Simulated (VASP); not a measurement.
# MgO (k07) (Fm-3m) in VASP: a series of runs

MgO (k07) is run at these levels: PBE; tasks: single point, relaxation of cell and atoms.

Program: VASP 6.6.1. These are calculated values, not measurements. Logs are shortened: lines on timing, memory, paths and dates and some standing lists are left out, and cuts for length are marked.

**Measured values to compare with.**

From “Electronic structure of alkaline earth and post-transition metal oxides”, 2009, arxiv:0908.1581, for a bulk crystal of MgO: band gap 7.83 eV.

The results are compared with them further down.

## Step 1: The cell of the first run

It takes space group Fm-3m (No. 225, cubic). The conventional cell has a = 4.254 Å, b = 4.254 Å, c = 4.254 Å, α = 90.00°, β = 90.00°, γ = 90.00°. Mg (site symmetry m-3m) has 6 O at 2.13 Å within 2.8 Å. O (site symmetry m-3m) has 6 Mg at 2.13 Å within 2.8 Å.

## Step 2: Single point, PBE

INCAR reads:

```
SYSTEM = MgO
  PREC = Accurate
  ENCUT = 520
  EDIFF = 1E-6
  ISMEAR = 0
  SIGMA = 0.02
  LREAL = .FALSE.
  LASPH = .TRUE.
  NELM = 80
  ALGO = Normal
  ISIF = 2
  LWAVE = .FALSE.
  LCHARG = .TRUE.
  GGA = PE
  LELF = .TRUE.
  LVHAR = .TRUE.
  NBANDS = 11
```

KPOINTS reads:

```
regular mesh
0
G
  14 14 14
  0 0 0
```

POSCAR reads:

```
MgO
1.0
    0.0000000000      2.1268434960      2.1268434960
    2.1268434960      0.0000000000      2.1268434960
    2.1268434960      2.1268434960      0.0000000000
Mg O
1 1
Direct
    0.0000000000      0.0000000000      0.0000000000
    0.5000000000      0.5000000000      0.5000000000
```

Potentials or basis: VASP PAW PBE potentials, release 64 (Mg, O).

Command:

```sh
$ cat potpaw_PBE.64/Mg/POTCAR potpaw_PBE.64/O/POTCAR > POTCAR
$ mpirun -np 1 vasp_std > vasp.out
```

OUTCAR:

```text
SYSTEM = MgO
   PREC = Accurate
   ENCUT = 520
   EDIFF = 1E-6
   ISMEAR = 0
   LREAL = .FALSE.
   LASPH = .TRUE.
   NELM = 80
   ISIF = 2
   GGA = PE

 ion  position               nearest neighbor table
   1  0.000  0.000  0.000-   2 2.13   2 2.13   2 2.13   2 2.13   2 2.13   2 2.13
   2  0.500  0.500  0.500-   1 2.13   1 2.13   1 2.13   1 2.13   1 2.13   1 2.13

  LATTYP: Found a face centered cubic cell.
 ALAT       =     4.2536869920

  Lattice vectors:

 A1 = (   0.0000000000,   2.1268434960,   2.1268434960)
 A2 = (   2.1268434960,   0.0000000000,   2.1268434960)
 A3 = (   2.1268434960,   2.1268434960,   0.0000000000)

Analysis of symmetry for initial positions (statically):
=====================================================================
 Subroutine PRICEL returns:
 Original cell was already a primitive cell.

 Routine SETGRP: Setting up the symmetry group for a
 face centered cubic supercell.

 Subroutine GETGRP returns: Found 48 space group operations
 (whereof 48 operations were pure point group operations)
 out of a pool of 48 trial point group operations.

The static configuration has the point symmetry O_h .

Analysis of symmetry for dynamics (positions and initial velocities):
=====================================================================
 Subroutine PRICEL returns:
 Original cell was already a primitive cell.

 Routine SETGRP: Setting up the symmetry group for a
 face centered cubic supercell.

 Subroutine GETGRP returns: Found 48 space group operations
 (whereof 48 operations were pure point group operations)
 out of a pool of 48 trial point group operations.

The dynamic configuration has the point symmetry O_h .

 Subroutine INISYM returns: Found 48 space group operations
 (whereof 48 operations are pure point group operations),
 and found     1 'primitive' translations

----------------------------------------------------------------------------------------

                                     Primitive cell

  volume of cell :      19.2414

  direct lattice vectors                    reciprocal lattice vectors
     0.000000000  2.126843496  2.126843496    -0.235090170  0.235090170  0.235090170
     2.126843496  0.000000000  2.126843496     0.235090170 -0.235090170  0.235090170
     2.126843496  2.126843496  0.000000000     0.235090170  0.235090170 -0.235090170

  length of vectors
     3.007810917  3.007810917  3.007810917     0.407188120  0.407188120  0.407188120

  position of ions in fractional coordinates (direct lattice)
     0.000000000  0.000000000  0.000000000
     0.500000000  0.500000000  0.500000000

  ion indices of the primitive-cell ions
   primitive index   ion index
                 1           1
                 2           2

----------------------------------------------------------------------------------------

 KPOINTS: regular mesh

Automatic generation of k-mesh.
 Grid dimensions read from file:
 generate k-points for:   14   14   14

 Generating k-lattice:

  Cartesian coordinates                     Fractional coordinates (reciprocal lattice)
    -0.016792155  0.016792155  0.016792155     0.071428571  0.000000000  0.000000000
     0.016792155 -0.016792155  0.016792155     0.000000000  0.071428571  0.000000000
     0.016792155  0.016792155 -0.016792155     0.000000000  0.000000000  0.071428571

  Length of vectors
     0.029084866  0.029084866  0.029084866

  Shift w.r.t. Gamma in fractional coordinates (k-lattice)
     0.000000000  0.000000000  0.000000000

 Subroutine IBZKPT returns following result:
 ===========================================

 Found    104 irreducible k-points:

 Following reciprocal coordinates:
            Coordinates               Weight
  0.000000  0.000000  0.000000      1.000000
  0.071429  0.000000  0.000000      8.000000
  0.142857  0.000000  0.000000      8.000000
  0.214286  0.000000  0.000000      8.000000
  0.285714  0.000000  0.000000      8.000000
  0.357143  0.000000  0.000000      8.000000
[... 16 lines left out ...]
  0.214286  0.142857  0.000000     24.000000
  0.285714  0.142857  0.000000     24.000000
 [... further k-points ...]
   k-points           NKPTS =    104   k-points in BZ     NKDIM =    104   number of bands    NBANDS=     11
   number of dos      NEDOS =    301   number of ions     NIONS =      2
   total plane-waves  NPLWV =  13824
   dimension x,y,z NGX =    24 NGY =   24 NGZ =   24
   dimension x,y,z NGXF=    48 NGYF=   48 NGZF=   48
   ions per type =               1   1
   NGX,Y,Z   is equivalent  to a cutoff of  13.27, 13.27, 13.27 a.u.
   NGXF,Y,Z  is equivalent  to a cutoff of  26.53, 26.53, 26.53 a.u.
 SYSTEM =  MgO
   PREC   = accura    normal or accurate (medium, high low for compatibility)
   ISTART =      0    job   : 0-new  1-cont  2-samecut
   ICHARG =      2    charge: 1-file 2-atom 10-const
   ISPIN  =      1    spin polarized calculation?
   LNONCOLLINEAR =      F non collinear calculations
   LSORBIT =      F    spin-orbit coupling
   LASPH  =      T    aspherical Exc in radial PAW
   ENCUT  =  520.0 eV  38.22 Ry    6.18 a.u.   5.59  5.59  5.59*2*pi/ulx,y,z
   NELM   =     80;   NELMIN=  2; NELMDL= -5     # of ELM steps
   EDIFF  = 0.1E-05   stopping-criterion for ELM
   LREAL  =      F    real-space projection
   EDIFFG = 0.1E-04   stopping-criterion for IOM
   NSW    =      0    number of steps for IOM
   IBRION =     -1    ionic relax: 0-MD 1-quasi-New 2-CG
   NFREE  =      0    steps in history (QN), initial steepest desc. (CG)
   ISIF   =      2    stress and relaxation
   ISYM   =      2    0-nonsym 1-usesym 2-fastsym
   POTIM  = 0.5000    time-step for ionic-motion
   TEBEG  =    0.0;   TEEND  =   0.0 temperature during run
   PSTRESS=    0.0 pullay stress
   NELECT =       8.0000    total number of electrons
   NUPDOWN=      -1.0000    fix difference up-down
   EMIN   =  10.00;   EMAX   =-10.00  energy-range for DOS
   EFERMI =   0.00;   METHOD = LEGACY
   ISMEAR =     0;   SIGMA  =   0.02  broadening in eV -4-tet -1-fermi 0-gaus
   EFERMI_NEDOS =   21; number of points for ismear=-14 and -15
   IALGO  =     38    algorithm
   IMIX   =      4    mixing-type and parameters
     AMIX     =   0.40;   BMIX     =  1.00
     AMIX_MAG =   1.60;   BMIX_MAG =  1.00
  volume/ion in A,a.u.               =       9.62        64.92
  Fermi-wavevector in a.u.,A,eV,Ry     =   1.221873  2.309005 20.313129  1.492973
  Thomas-Fermi vector in A             =   2.357040
   LORBIT       =      0    0 simple, 1 ext, 2 COOP (PROOUT), +10 PAW based schemes
   GGA     = PE    functional components
   LHFCALC =     F    Hartree Fock is set to
   AEXX    =    0.0000 exact exchange contribution
   IVDW    =     0    specifies the selected vdW correction
   LEPSILON=     F    determine dielectric tensor
   LRPA    =     F    only Hartree local field effects (RPA)
 non-spin polarized calculation
 Gauss-broadening in eV      SIGMA  =   0.02
  energy-cutoff  :      520.00
  volume of cell :       19.24
 maximum number of plane-waves:       533
   NGX = 11   NGY = 11   NGZ = 11

 number of electron       8.0000004 magnetization

 Free energy of the ion-electron system (eV)
  ---------------------------------------------------
  ext. energy  EPLUGINS =         0.00000000
  ---------------------------------------------------
  free energy    TOTEN  =       -11.91170879 eV

  energy without entropy =      -11.91170879  energy(sigma->0) =      -11.91170879

 E-fermi :   3.1587     XC(G=0): -10.9397

 val. band max:        2.9691149578   @ k =   0.0000   0.0000   0.0000
 cond. band min:       7.4137102778   @ k =   0.0000   0.0000   0.0000
 fundamental gap:      4.4445953200
 Fermi energy:         3.1586661729

 k-point     1 :       0.0000    0.0000    0.0000
  band No.  band energies     occupation
      1     -14.1458      2.00000
      2       2.9691      2.00000
      3       2.9691      2.00000
      4       2.9691      2.00000
      5       7.4137      0.00000
      6      18.6013      0.00000
      7      18.6013      0.00000
      8      18.6013      0.00000
      9      22.4410      0.00000
     10      24.1813      0.00000
     11      24.1813      0.00000

 k-point     2 :       0.0714    0.0000    0.0000
  band No.  band energies     occupation
      1     -14.0940      2.00000
      2       2.6158      2.00000
      3       2.9357      2.00000
      4       2.9357      2.00000
      5       7.7607      0.00000
      6      17.8514      0.00000
      7      18.7225      0.00000
      8      18.7225      0.00000
      9      23.4130      0.00000
     10      23.7075      0.00000
     11      23.7075      0.00000

 k-point     3 :       0.1429    0.0000    0.0000
  band No.  band energies     occupation
      1     -13.9455      2.00000
      2       1.7976      2.00000
      3       2.8438      2.00000
      4       2.8438      2.00000
      5       8.5475      0.00000
      6      16.6393      0.00000
      7      19.0276      0.00000
      8      19.0276      0.00000
      9      23.0100      0.00000
     10      23.0100      0.00000
     11      24.7075      0.00000

 k-point     4 :       0.2143    0.0000    0.0000
  band No.  band energies     occupation
      1     -13.7203      2.00000
      2       0.8378      2.00000
      3       2.7151      2.00000
      4       2.7151      2.00000
      5       9.4104      0.00000
      6      15.6786      0.00000
      7      19.3194      0.00000
      8      19.3194      0.00000
      9      22.6960      0.00000
     10      22.6960      0.00000
     11      24.6938      0.00000

 k-point     5 :       0.2857    0.0000    0.0000
  band No.  band energies     occupation
      1     -13.4537      2.00000
      2      -0.0806      2.00000
      3       2.5773      2.00000
      4       2.5773      2.00000
      5      10.1044      0.00000
      6      15.1485      0.00000
      7      19.3604      0.00000
      8      19.3604      0.00000
      9      23.0268      0.00000
     10      23.0268      0.00000
     11      24.2361      0.00000
[... 211 lines left out ...]
 k-point    21 :      -0.0714    0.0714    0.0000
  band No.  band energies     occupation
      1     -14.0103      2.00000
      2       2.1684      2.00000
      3       2.8074      2.00000
      4       2.9125      2.00000
      5       8.2445      0.00000
      6      17.0615      0.00000
      7      18.8561      0.00000
      8      18.9365      0.00000
      9      22.7455      0.00000
     10      23.7029      0.00000
     11      24.5080      0.00000

 k-point    22 :       0.1429    0.1429    0.0000
  band No.  band energies     occupation
      1     -13.8824      2.00000
      2       1.7162      2.00000
      3       2.6838      2.00000
      4       2.6838      2.00000
      5       8.9155      0.00000
      6      16.0725      0.00000
      7      19.2035      0.00000
      8      19.2035      0.00000
      9      20.9513      0.00000
     10      24.7947      0.00000
     11      26.3200      0.00000

 k-point    23 :       0.2143    0.1429    0.0000
  band No.  band energies     occupation
      1     -13.7193      2.00000
      2       1.1116      2.00000
      3       2.5456      2.00000
      4       2.5469      2.00000
      5       9.6144      0.00000
      6      15.3084      0.00000
      7      19.2739      0.00000
      8      19.4890      0.00000
      9      20.3216      0.00000
     10      24.8273      0.00000
     11      27.0641      0.00000

 k-point    24 :       0.2857    0.1429    0.0000
  band No.  band energies     occupation
      1     -13.4960      2.00000
      2       0.3819      2.00000
      3       2.3594      2.00000
      4       2.4062      2.00000
      5      10.3906      0.00000
      6      14.7407      0.00000
      7      18.6338      0.00000
      8      19.6848      0.00000
      9      20.7604      0.00000
     10      24.8637      0.00000
     11      26.8469      0.00000

 [... further k-points ...]

------------------------ aborting loop because EDIFF is reached ----------------------------------------

  FORCE on cell =-STRESS in cart. coord.  units (eV):
  Direction    XX          YY          ZZ          XY          YZ          ZX
  --------------------------------------------------------------------------------------
  -------------------------------------------------------------------------------------
  Total       -0.0883376     -0.0883376     -0.0883376     -0.0000000      0.0000000      0.0000000
  in kB       -7.3556290     -7.3556290     -7.3556290     -0.0000000      0.0000000      0.0000000
  external PRESSURE =      -7.3556290 kB  Pullay stress =       0.0000000 kB

 VOLUME and BASIS-vectors are now :
 -----------------------------------------------------------------------------
  energy-cutoff  :      520.00
  volume of cell :       19.24
      direct lattice vectors                 reciprocal lattice vectors
     0.000000000  2.126843496  2.126843496    -0.235090170  0.235090170  0.235090170
     2.126843496  0.000000000  2.126843496     0.235090170 -0.235090170  0.235090170
     2.126843496  2.126843496  0.000000000     0.235090170  0.235090170 -0.235090170

 POSITION                                       TOTAL-FORCE (eV/Angst)
 -----------------------------------------------------------------------------------
      0.00000      0.00000      0.00000        -0.000000     -0.000000     -0.000000
      2.12684      2.12684      2.12684         0.000000      0.000000      0.000000
 -----------------------------------------------------------------------------------
    total drift:                               -0.000000     -0.000000      0.000000

  FREE ENERGIE OF THE ION-ELECTRON SYSTEM (eV)
  ---------------------------------------------------
  free  energy   TOTEN  =       -11.9117087942 eV

  energy  without entropy=      -11.9117087942  energy(sigma->0) =      -11.91170879
```

Run time: 16 s. Hardware: 1 thread of Intel Xeon 6975P-C, shared host; peak memory 0.15 GiB.

Results:

```yaml
Free_energy: -11.9117 eV
Pressure: -0.7 GPa
Band_gap_on_the_k_mesh: 4.44 eV, direct
```

## Step 3: Relaxation of cell and atoms, PBE

This run uses another cell than the first one, of 9.37 Å³/atom, 0.974 times its volume.

INCAR reads:

```
SYSTEM = MgO
PREC = Accurate ; ENCUT = 600
EDIFF = 1E-6 ; ISMEAR = 0
SIGMA = 0.02 ; LREAL = .FALSE.
LASPH = .TRUE. ; NELM = 80
ALGO = Normal ; ISIF = 3
LWAVE = .FALSE. ; LCHARG = .FALSE.
GGA = PE ; IBRION = 2
NSW = 100 ; EDIFFG = -0.002
```

KPOINTS is that of step 2.

POSCAR reads:

```
MgO
1.0
    0.0000000000      2.1085000000      2.1085000000
    2.1085000000      0.0000000000      2.1085000000
    2.1085000000      2.1085000000      0.0000000000
Mg O
1 1
Direct
    0.0000000000      0.0000000000      0.0000000000
    0.5000000000      0.5000000000      0.5000000000
```

Potentials or basis: VASP PAW PBE potentials, release 64 (Mg, O).

Command:

```sh
$ cat potpaw_PBE.64/Mg/POTCAR potpaw_PBE.64/O/POTCAR > POTCAR
$ mpirun -np 1 vasp_std > vasp.out
```

Run time: 23 s. Hardware: 1 thread of Intel Xeon 6975P-C, shared host; peak memory 0.16 GiB.

Results (log left out):

| Property | Result |
| --- | --- |
| Free energy | -11.9141 eV |
| Relaxed volume | 9.56 Å³/atom |
| Relaxed cell | a = 3.002 Å, b = 3.002 Å, c = 3.002 Å, α = 60.00°, β = 60.00°, γ = 60.00° |
| Space group after relaxing (to 0.05 Å) | Fm-3m (No. 225) |
| Energy gained by relaxing | 1.8 meV/atom |
| Ionic steps | 3 |
| Pressure after relaxing | 0.0 GPa |
| Band gap on the k mesh | 4.50 eV, direct |

Step by step:
| step | energy change (eV) | largest force (eV/Å) | pressure (GPa) | volume (Å³) |
| --- | --- | --- | --- | --- |
| 1 | 0.0000 | 0.0000 | 3.09 | 18.75 |
| 2 | -0.0032 | 0.0000 | -0.93 | 19.24 |
| 3 | -0.0036 | 0.0000 | -0.01 | 19.12 |

Final structure:
```
CELL_PARAMETERS angstrom
0.00000 2.12248 2.12248
2.12248 0.00000 2.12248
2.12248 2.12248 0.00000
ATOMIC_POSITIONS crystal
Mg 0.00000 0.00000 0.00000
O 0.50000 0.50000 0.50000
```

Levels at points of the mesh, in eV from the valence-band top:
```csv
k point,band 1,band 2,band 3,band 4,band 5,band 6,band 7,band 8
"(0.00, 0.00, 0.00)",-17.14,0.00,0.00,0.00,4.50,15.67,15.67,15.67
"(0.50, 0.00, 0.00)",-15.92,-4.51,-0.63,-0.63,7.75,12.34,16.07,16.07
"(0.50, 0.50, 0.00)",-15.67,-3.99,-1.32,-1.32,9.09,9.72,12.85,18.62
```

A k mesh can miss the band edges. Zero-point motion and thermal expansion aren't in these numbers.

## Step 4: How close it comes

Step 2. A measured gap of MgO is 7.83 eV (quoted in “Electronic structure of alkaline earth and post-transition metal oxides”, 2009, arxiv:0908.1581); the calculated 4.44 eV misses it by -3.39 eV. The value is that of PBE on a finite k mesh, which can miss the band edges, without temperature or zero-point motion. Semilocal functionals fall short of measured gaps as a rule.
